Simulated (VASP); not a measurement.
Input of a VASP 6.6.1 run:

INCAR

```
SYSTEM = Sn
PREC = Accurate
ENCUT = 520
EDIFF = 1E-6
ISMEAR = 1
SIGMA = 0.15
LREAL = .False.
LASPH = .True.
NELM = 60
ALGO = Normal
ISIF = 2
LWAVE = .False.
LCHARG = .False.
GGA = PS
NBANDS = 13
```

The input KPOINTS:

```
regular mesh
0
Gamma
  11 11 11
  0 0 0
```

The input POSCAR:

```
Sn
1.0
   -1.8946520000      1.8946520000      1.8946520000
    1.8946520000     -1.8946520000      1.8946520000
    1.8946520000      1.8946520000     -1.8946520000
Sn
1
Direct
    0.0000000000      0.0000000000      0.0000000000
```

Potentials or basis: VASP PAW PBE potentials, release 64 (Sn_d).

Launch:

```console
$ cat potpaw_PBE.64/Sn_d/POTCAR > POTCAR
$ mpirun -np 1 vasp_std > vasp.out
```

(1) Estimate the band gap on the k mesh.

(2) What does it give for the pressure?

Answers

(1) zero (band 7 reaches 15.86 eV, above the bottom of band 8 at 5.54 eV).

(2) -1.7 GPa.

Caveat: the PAW data sets were made with another functional, which shifts forces and pressure a little; spin-orbit coupling is left out, which moves the levels of the heavy elements.
